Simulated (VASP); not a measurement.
Input of a VASP 6.6.1 run:

Contents of INCAR:

```
SYSTEM = Ca2F
PREC = Accurate
ENCUT = 1010
EDIFF = 1E-6
ISMEAR = 0
SIGMA = 0.1
LREAL = .FALSE.
LASPH = .TRUE.
NELM = 120
ALGO = Normal
ISIF = 2
LWAVE = .FALSE.
LCHARG = .FALSE.
LDIPOL = .TRUE.
IDIPOL = 3
DIPOL = 0.5 0.5 0.285
GGA = PE
NBANDS = 20
GGA_COMPAT = .FALSE.
NELMDL = -8
```

The input KPOINTS:

```
regular mesh
0
G
  6 6 1
  0 0 0
```

The input POSCAR:

```
Ca2F
1.0
    4.0125990159      0.0000000000      0.0000000000
   -2.0062995080      3.4750126830      0.0000000000
    0.0000000000      0.0000000000     29.7902539600
Ca F
2 1
Direct
    0.0000000000      0.0000000000      0.3559552102
    0.0000000000      0.0000000000      0.2147012206
    0.0000000000      0.0000000000      0.2853282154
```

Potentials or basis: VASP PAW PBE potentials, release 64 (Ca_sv, F_h).

Command:

```sh
$ cat potpaw_PBE.64/Ca_sv/POTCAR potpaw_PBE.64/F_h/POTCAR > POTCAR
$ mpirun -np 1 vasp_std > vasp.out
```

(1) Estimate the largest force.

(2) What does it give for the band gap on the k mesh?

Answers

(1) 0.071 eV/Å.

(2) zero (an odd number of electrons rules out a gap without spin polarisation).
